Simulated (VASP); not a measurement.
Here is a VASP 6.6.1 calculation.

The input INCAR:

```
ALGO = Fast
EDIFF = 1E-6
ENCUT = 520
GGA = PS
ISIF = 2
ISMEAR = 0
LASPH = True
LCHARG = True
LELF = True
LREAL = False
LVHAR = True
LWAVE = False
NBANDS = 10
NELM = 100
PREC = Accurate
SIGMA = 0.1
```

Contents of KPOINTS:

```
k-points
0
Gamma
  10 10 10
```

Contents of POSCAR:

```
Cs
1.0
   -3.1491427500      3.1491427500      3.1491427500
    3.1491427500     -3.1491427500      3.1491427500
    3.1491427500      3.1491427500     -3.1491427500
Cs
1
Direct
    0.0000000000      0.0000000000      0.0000000000
```

Potentials or basis: VASP PAW PBE potentials, release 64 (Cs_sv).

Launch:

```console
$ cat potpaw_PBE.64/Cs_sv/POTCAR > POTCAR
$ mpirun -np 1 vasp_std > vasp.out
```

What does it give for the pressure?

-0.2 GPa.

Caveat: the cell differs from its parent crystal (strained); the PAW data sets were made with another functional, which shifts forces and pressure a little.
